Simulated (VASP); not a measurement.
# Nb20H (a cell with a defect) in VASP: single point with PBEsol

Aim: the single point of Nb20H (a cell with a defect) with PBEsol.

Program: VASP 6.6.1. These are calculated values, not measurements. Logs are shortened: lines on timing, memory, paths and dates and some standing lists are left out, and cuts for length are marked.

**1. The cell of the first run**

The cell holds a defect, 21 atoms: a = 7.131 Å, b = 7.131 Å, c = 7.131 Å, α = 80.92°, β = 80.92°, γ = 80.92°.

**2. Single point, PBEsol**

File INCAR:

```
PREC = Accurate
ENCUT = 520
EDIFF = 1E-6
ISMEAR = 0
SIGMA = 0.1
LREAL = Auto
LASPH = True
NELM = 80
ALGO = Normal
ISIF = 2
LWAVE = False
LCHARG = False
GGA = PS
NBANDS = 146
```

File KPOINTS:

```
regular mesh
0
Gamma
  3 3 3
```

File POSCAR:

```
Nb20H
1.0
   -4.9082182090     -4.9082182090      1.6360727363
   -4.9082182090      1.6360727363     -4.9082182090
    1.6360727363     -4.9082182090     -4.9082182090
Nb H
20 1
Direct
    0.8015129895      0.7870001873      0.7913788130
    0.4015374961      0.8996140681      0.8999745349
    0.9012000306      0.3982237681      0.8993839438
    0.9009573763      0.8994511780      0.3985428248
    0.5981422636      0.5974697691      0.5964941095
    0.2000586176      0.6985017687      0.6975591150
    0.7010789768      0.1990828053      0.7002564278
    0.3007241910      0.3005668019      0.8011840616
    0.7007738559      0.7002663907      0.1989668569
    0.3004927220      0.8022199569      0.2999575991
    0.8007899777      0.3022319173      0.3011590738
    0.4001393614      0.4025011146      0.4015509735
   -0.0006380829      0.4988018148      0.4977213310
    0.4991077914      0.0006780872      0.5027210171
    0.1012179937      0.0991710187      0.6003253879
    0.4994424037      0.5021837243      0.0001721195
    0.1006712882      0.6014933066      0.0986356208
    0.5923010502      0.1073003028      0.1119926370
    0.2001209621      0.2044846128      0.2037876695
    0.0083647565      0.0009778599      0.0022465994
    0.7659973008      0.9929778878     -0.0722785408
```

Potentials or basis: VASP PAW PBE potentials, release 64 (Nb_sv, H).

Run with:

```
$ cat potpaw_PBE.64/Nb_sv/POTCAR potpaw_PBE.64/H/POTCAR > POTCAR
$ mpirun -np 1 vasp_std > vasp.out
```

OUTCAR:

```text
PREC = Accurate
   ENCUT = 520
   EDIFF = 1E-6
   ISMEAR = 0
   LREAL = Auto
   LASPH = True
   NELM = 80
   ISIF = 2
   GGA = PS

 ion  position               nearest neighbor table
   1  0.802  0.787  0.791-  21 1.85   3 2.77   5 2.78   4 2.80   6 2.81   2 2.86   9 2.87   7 2.91
                            20 2.98
   2  0.402  0.900  0.900-  20 2.79  14 2.81  16 2.81  10 2.83   8 2.84   1 2.86   6 2.86  18 2.89

   3  0.901  0.398  0.899-   1 2.77  20 2.83   7 2.83   8 2.83  11 2.84  17 2.84  13 2.84  16 2.85

   4  0.901  0.899  0.399-   1 2.80  20 2.82  10 2.83   9 2.83  13 2.84  15 2.84  11 2.85  14 2.85

   5  0.598  0.597  0.596-  12 2.78   1 2.78   9 2.82   6 2.82   7 2.83  13 2.84  14 2.85  16 2.85

   6  0.200  0.699  0.698-   1 2.81  10 2.82   5 2.82   8 2.82  15 2.83  13 2.83  17 2.84   2 2.86

   7  0.701  0.199  0.700-  14 2.82   3 2.83   5 2.83  11 2.83  15 2.83   8 2.84   1 2.91  18 2.91

   8  0.301  0.301  0.801-   6 2.82   3 2.83  16 2.83  12 2.83   7 2.84   2 2.84  15 2.84  19 2.85

   9  0.701  0.700  0.199-   5 2.82  11 2.82  16 2.83   4 2.83  17 2.83  10 2.84   1 2.87  18 2.88

  10  0.300  0.802  0.300-   6 2.82   4 2.83   2 2.83  14 2.83  12 2.83   9 2.84  17 2.84  19 2.85
[... 9 lines left out ...]
  15  0.101  0.099  0.600-  19 2.82  14 2.82   7 2.83   6 2.83  13 2.84  20 2.84   8 2.84   4 2.84

  16  0.499  0.502  0.000-  18 2.81   2 2.81  17 2.82   9 2.83   8 2.83  12 2.84   3 2.85   5 2.85

  17  0.101  0.601  0.099-  19 2.82  20 2.82  16 2.82  13 2.83   9 2.83   6 2.84  10 2.84   3 2.84

  18  0.592  0.107  0.112-  21 1.85  19 2.77  14 2.77  11 2.80  16 2.81   9 2.88   2 2.89   7 2.91
                            20 2.96
  19  0.200  0.204  0.204-  18 2.77  12 2.81  15 2.82  17 2.82  20 2.82  11 2.82  10 2.85   8 2.85

  20  0.008  0.001  0.002-  21 1.90   2 2.79   4 2.82  19 2.82  17 2.82   3 2.83  15 2.84  18 2.96
                             1 2.98
  21  0.766  0.993  0.928-   1 1.85  18 1.85  20 1.90

  LATTYP: Found a trigonal (rhomboedric) cell.
 ALAT       =     7.1314757220
 COS(alpha) =     0.1578947368

  Lattice vectors:

 A1 = (  -4.9082182090,  -4.9082182090,   1.6360727363)
 A2 = (  -4.9082182090,   1.6360727363,  -4.9082182090)
 A3 = (   1.6360727363,  -4.9082182090,  -4.9082182090)

Analysis of symmetry for initial positions (statically):
=====================================================================
 Subroutine PRICEL returns:
 Original cell was already a primitive cell.

 Routine SETGRP: Setting up the symmetry group for a
 trigonal (rhombohedral) supercell.

 Subroutine GETGRP returns: Found  1 space group operations
 (whereof  1 operations were pure point group operations)
 out of a pool of 12 trial point group operations.

The static configuration has the point symmetry C_1 .

Analysis of symmetry for dynamics (positions and initial velocities):
=====================================================================
 Subroutine PRICEL returns:
 Original cell was already a primitive cell.

 Routine SETGRP: Setting up the symmetry group for a
 trigonal (rhombohedral) supercell.

 Subroutine GETGRP returns: Found  1 space group operations
 (whereof  1 operations were pure point group operations)
 out of a pool of 12 trial point group operations.

The dynamic configuration has the point symmetry C_1 .

 Subroutine INISYM returns: Found  1 space group operations
 (whereof  1 operations are pure point group operations),
 and found     1 'primitive' translations

----------------------------------------------------------------------------------------

                                     Primitive cell

  volume of cell :     350.3465

  direct lattice vectors                    reciprocal lattice vectors
    -4.908218209 -4.908218209  1.636072736    -0.091682965 -0.091682965  0.061121977
    -4.908218209  1.636072736 -4.908218209    -0.091682965  0.061121977 -0.091682965
     1.636072736 -4.908218209 -4.908218209     0.061121977 -0.091682965 -0.091682965

  length of vectors
     7.131475722  7.131475722  7.131475722     0.143343742  0.143343742  0.143343742

  position of ions in fractional coordinates (direct lattice)
     0.801512989  0.787000187  0.791378813
     0.401537496  0.899614068  0.899974535
     0.901200031  0.398223768  0.899383944
     0.900957376  0.899451178  0.398542825
     0.598142264  0.597469769  0.596494110
     0.200058618  0.698501769  0.697559115
[... 13 lines left out ...]
     0.008364757  0.000977860  0.002246599
     0.765997301  0.992977888  0.927721459

  ion indices of the primitive-cell ions
   primitive index   ion index
                 1           1
                 2           2
                 3           3
                 4           4
                 5           5
                 6           6
[... 13 lines left out ...]
                20          20
                21          21

----------------------------------------------------------------------------------------

 KPOINTS: regular mesh

Automatic generation of k-mesh.
 Grid dimensions read from file:
 generate k-points for:    3    3    3

 Generating k-lattice:

  Cartesian coordinates                     Fractional coordinates (reciprocal lattice)
    -0.030560988 -0.030560988  0.020373992     0.333333333  0.000000000  0.000000000
    -0.030560988  0.020373992 -0.030560988     0.000000000  0.333333333  0.000000000
     0.020373992 -0.030560988 -0.030560988     0.000000000  0.000000000  0.333333333

  Length of vectors
     0.047781247  0.047781247  0.047781247

  Shift w.r.t. Gamma in fractional coordinates (k-lattice)
     0.000000000  0.000000000  0.000000000

 Subroutine IBZKPT returns following result:
 ===========================================

 Found     14 irreducible k-points:

 Following reciprocal coordinates:
            Coordinates               Weight
  0.000000  0.000000  0.000000      1.000000
  0.333333  0.000000  0.000000      2.000000
  0.000000  0.333333  0.000000      2.000000
  0.000000  0.000000  0.333333      2.000000
  0.333333  0.333333  0.000000      2.000000
 -0.333333 -0.000000 -0.333333      2.000000
  0.000000  0.333333  0.333333      2.000000
 -0.333333  0.333333  0.000000      2.000000
  0.333333  0.000000 -0.333333      2.000000
  0.000000 -0.333333  0.333333      2.000000
  0.333333  0.333333  0.333333      2.000000
 -0.333333  0.333333  0.333333      2.000000
  0.333333 -0.333333  0.333333      2.000000
  0.333333  0.333333 -0.333333      2.000000
   k-points           NKPTS =     14   k-points in BZ     NKDIM =     14   number of bands    NBANDS=    146
   number of dos      NEDOS =    301   number of ions     NIONS =     21
   total plane-waves  NPLWV = 157464
   dimension x,y,z NGX =    54 NGY =   54 NGZ =   54
   dimension x,y,z NGXF=   108 NGYF=  108 NGZF=  108
   ions per type =              20   1
   NGX,Y,Z   is equivalent  to a cutoff of  12.59, 12.59, 12.59 a.u.
   NGXF,Y,Z  is equivalent  to a cutoff of  25.18, 25.18, 25.18 a.u.
 SYSTEM =  unknown system
   PREC   = accura    normal or accurate (medium, high low for compatibility)
   ISTART =      0    job   : 0-new  1-cont  2-samecut
   ICHARG =      2    charge: 1-file 2-atom 10-const
   ISPIN  =      1    spin polarized calculation?
   LNONCOLLINEAR =      F non collinear calculations
   LSORBIT =      F    spin-orbit coupling
   LASPH  =      T    aspherical Exc in radial PAW
   ENCUT  =  520.0 eV  38.22 Ry    6.18 a.u.  13.26 13.26 13.26*2*pi/ulx,y,z
   NELM   =     80;   NELMIN=  2; NELMDL= -5     # of ELM steps
   EDIFF  = 0.1E-05   stopping-criterion for ELM
   LREAL  =      T    real-space projection
   EDIFFG = 0.1E-04   stopping-criterion for IOM
   NSW    =      0    number of steps for IOM
   IBRION =     -1    ionic relax: 0-MD 1-quasi-New 2-CG
   NFREE  =      0    steps in history (QN), initial steepest desc. (CG)
   ISIF   =      2    stress and relaxation
   ISYM   =      2    0-nonsym 1-usesym 2-fastsym
   POTIM  = 0.5000    time-step for ionic-motion
   TEBEG  =    0.0;   TEEND  =   0.0 temperature during run
   PSTRESS=    0.0 pullay stress
   NELECT =     261.0000    total number of electrons
   NUPDOWN=      -1.0000    fix difference up-down
   EMIN   =  10.00;   EMAX   =-10.00  energy-range for DOS
   EFERMI =   0.00;   METHOD = LEGACY
   ISMEAR =     0;   SIGMA  =   0.10  broadening in eV -4-tet -1-fermi 0-gaus
   EFERMI_NEDOS =   21; number of points for ismear=-14 and -15
   IALGO  =     38    algorithm
   IMIX   =      4    mixing-type and parameters
     AMIX     =   0.40;   BMIX     =  1.00
     AMIX_MAG =   1.60;   BMIX_MAG =  1.00
  volume/ion in A,a.u.               =      16.68       112.58
  Fermi-wavevector in a.u.,A,eV,Ry     =   1.484075  2.804494 29.966524  2.202477
  Thomas-Fermi vector in A             =   2.597657
   LORBIT       =      0    0 simple, 1 ext, 2 COOP (PROOUT), +10 PAW based schemes
   GGA     = PS    functional components
   LHFCALC =     F    Hartree Fock is set to
   AEXX    =    0.0000 exact exchange contribution
   IVDW    =     0    specifies the selected vdW correction
   LEPSILON=     F    determine dielectric tensor
   LRPA    =     F    only Hartree local field effects (RPA)
 non-spin polarized calculation
 Gauss-broadening in eV      SIGMA  =   0.10
  energy-cutoff  :      520.00
  volume of cell :      350.35
 maximum number of plane-waves:      9471
 NGX is ok and might be reduce to    54
   NGX = 27   NGY = 27   NGZ = 27

 number of electron     261.0000002 magnetization

 Free energy of the ion-electron system (eV)
  ---------------------------------------------------
  ext. energy  EPLUGINS =         0.00000000
  ---------------------------------------------------
  free energy    TOTEN  =      -222.97591039 eV

  energy without entropy =     -222.85683215  energy(sigma->0) =     -222.91637127

 E-fermi :  11.5138     XC(G=0): -12.8015

 val. band max:       11.5118592260   @ k =  -0.3333   0.3333   0.3333
 cond. band min:      11.5149820828   @ k =  -0.3333  -0.0000  -0.3333
 fundamental gap:      0.0031228568
 Fermi energy:        11.5137681242

 k-point     1 :       0.0000    0.0000    0.0000
  band No.  band energies     occupation
      1     -42.7598      2.00000
      2     -42.5914      2.00000
      3     -42.5777      2.00000
      4     -42.5664      2.00000
      5     -42.5537      2.00000
      6     -42.5446      2.00000
[... 2019 lines left out ...]
    141      13.0543      0.00000
    142      13.0871      0.00000
 [bands above 142 left out]

------------------------ aborting loop because EDIFF is reached ----------------------------------------

  FORCE on cell =-STRESS in cart. coord.  units (eV):
  Direction    XX          YY          ZZ          XY          YZ          ZX
  --------------------------------------------------------------------------------------
  -------------------------------------------------------------------------------------
  Total        2.0292904      1.4306120      3.7890969      0.3641065     -0.4824841     -0.4398771
  in kB        9.2801921      6.5423629     17.3280020      1.6651036     -2.2064584     -2.0116115
  external PRESSURE =      11.0501857 kB  Pullay stress =       0.0000000 kB

 VOLUME and BASIS-vectors are now :
 -----------------------------------------------------------------------------
  energy-cutoff  :      520.00
  volume of cell :      350.35
      direct lattice vectors                 reciprocal lattice vectors
    -4.908218209 -4.908218209  1.636072736    -0.091682965 -0.091682965  0.061121977
    -4.908218209  1.636072736 -4.908218209    -0.091682965  0.061121977 -0.091682965
     1.636072736 -4.908218209 -4.908218209     0.061121977 -0.091682965 -0.091682965

 POSITION                                       TOTAL-FORCE (eV/Angst)
 -----------------------------------------------------------------------------------
     -6.50202     -6.53067     -6.43570         0.026000     -0.040004     -0.017845
     -4.91391     -4.91627     -8.17583         0.016914     -0.012026     -0.008442
     -4.90640     -8.18614     -4.89451         0.020238     -0.021570      0.010064
     -8.18475     -4.90666     -4.89681         0.009483     -0.014025      0.008299
     -4.89242     -4.88603     -4.88163         0.001054     -0.016433     -0.018280
     -3.26907     -3.26290     -6.52486         0.014127     -0.004547     -0.003346
[... 13 lines left out ...]
     -0.04218     -0.05048     -0.00214         0.027667     -0.007055      0.007852
     -7.11561     -6.68856     -8.17398        -0.303632      0.292564      0.001441
 -----------------------------------------------------------------------------------
    total drift:                               -0.002756     -0.001988      0.000724

  FREE ENERGIE OF THE ION-ELECTRON SYSTEM (eV)
  ---------------------------------------------------
  free  energy   TOTEN  =      -222.9759103867 eV

  energy  without entropy=     -222.8568321491  energy(sigma->0) =     -222.91637127
```

Run time: 25 min. Hardware: 1 thread of Intel Xeon Platinum 8488C (Sapphire Rapids), shared host; peak memory 0.66 GiB.

What came out:

```yaml
Free_energy: -222.9759 eV
Pressure: 1.1 GPa
Largest_force: 0.422 eV/Å
Band_gap_on_the_k_mesh: zero (an odd number of electrons rules out a gap without spin polarisation)
```

Forces on the atoms (eV/Å):
```
Nb   0.026 -0.040 -0.018
Nb   0.017 -0.012 -0.008
Nb   0.020 -0.022  0.010
Nb   0.009 -0.014  0.008
Nb   0.001 -0.016 -0.018
Nb   0.014 -0.005 -0.003
Nb   0.007  0.002 -0.004
Nb   0.019 -0.012  0.002
Nb   0.034 -0.014 -0.003
Nb   0.011 -0.002 -0.002
Nb   0.013 -0.008  0.007
Nb  -0.001 -0.019 -0.012
Nb   0.014 -0.001  0.011
Nb   0.015 -0.022 -0.011
Nb   0.007 -0.013  0.009
Nb   0.012 -0.015 -0.006
Nb   0.015 -0.015  0.004
Nb   0.030 -0.043  0.009
Nb   0.011 -0.016  0.017
Nb   0.028 -0.007  0.008
H   -0.304  0.293  0.001
```

Stress tensor (GPa, compression positive):
```
 0.93  0.17 -0.20
 0.17  0.65 -0.22
-0.20 -0.22  1.73
```

Caveat: the PAW data sets were made with another functional, which shifts forces and pressure a little.
